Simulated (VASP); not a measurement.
# SrTe7: relaxation of cell and atoms with PBE

SrTe7:

```
Sr Te
1.0
    -3.88552    3.88552    3.88552
     3.88552   -3.88552    3.88552
     3.88552    3.88552   -3.88552
Sr Te
1 7
Direct
  0.00000 0.00000 0.00000
  0.00000 0.50000 0.50000
  0.50000 0.50000 0.00000
  0.50000 0.00000 0.50000
  0.00000 0.00000 0.50000
  0.00000 0.50000 0.00000
  0.50000 0.00000 0.00000
  0.50000 0.50000 0.50000
```

The cell was generated, and may not be a known phase.

```json
{
 "Program": "VASP 6.6.1",
 "Task": "relaxation of cell and atoms",
 "Functional": "PBE",
 "Potentials or basis": "VASP PAW PBE potentials, release 64 (Sr_sv, Te)",
 "Cutoff": "600 eV",
 "k mesh": "8 × 8 × 8",
 "Occupations": "gaussian, width 0.1 eV",
 "Spin": "no spin polarisation",
 "Dipole correction": "no",
 "Further INCAR settings": "ALGO = Normal; EDIFF = 1e-06; IBRION = 2; EDIFFG = -0.01; NSW = 100; ISIF = 3"
}
```

| Quantity | Value |
| --- | --- |
| Relaxed volume | 29.86 Å³/atom |
| Relaxed cell | a = 6.770 Å, b = 6.770 Å, c = 6.770 Å, α = 109.47°, β = 109.47°, γ = 109.47° |
| Space group after relaxing (to 0.1 Å) | Im-3m (No. 229) |
| Energy gained by relaxing | 1.4 meV/atom |
| Ionic steps | 3 |
| Pressure after relaxing | 0.0 GPa |

The path:
```csv
step,energy change (eV),largest force (eV/Å),pressure (GPa),volume (Å³)
1,0.0000,0.0000,0.89,234.64
2,-0.0105,0.0000,-0.26,240.23
3,-0.0116,0.0000,0.00,238.88
```

Final structure:
```yaml
crystal:
  lattice:
    - [-3.90877, 3.90877, 3.90877]
    - [3.90877, -3.90877, 3.90877]
    - [3.90877, 3.90877, -3.90877]
  atoms:
    - { symbol: Sr, position: [0.00000, 0.00000, 0.00000] }
    - { symbol: Te, position: [0.00000, 0.50000, 0.50000] }
    - { symbol: Te, position: [0.50000, 0.50000, 0.00000] }
    - { symbol: Te, position: [0.50000, 0.00000, 0.50000] }
    - { symbol: Te, position: [0.00000, 0.00000, 0.50000] }
    - { symbol: Te, position: [0.00000, 0.50000, 0.00000] }
    - { symbol: Te, position: [0.50000, 0.00000, 0.00000] }
    - { symbol: Te, position: [0.50000, 0.50000, 0.50000] }
```

Levels at points of the mesh, in eV from the Fermi level:
```
           k point  band 24  band 25  band 26  band 27  band 28  band 29
(0.00, 0.00, 0.00)     0.73     0.73     0.73     1.81     1.85     1.85
(0.50, 0.00, 0.00)    -1.20    -1.13    -0.75     0.87     1.00     1.02
(0.50, 0.50, 0.50)    -0.81    -0.81    -0.81    -0.69    -0.69    -0.69
```

Wall time 5.8 min on 1 thread of Intel(R) Xeon(R) 6975P-C (Granite Rapids), on a shared host, peak memory 0.56 GiB.

Caveat: the highest band is partly filled, so the run has too few bands; spin-orbit coupling is left out, which moves the levels of the heavy elements.
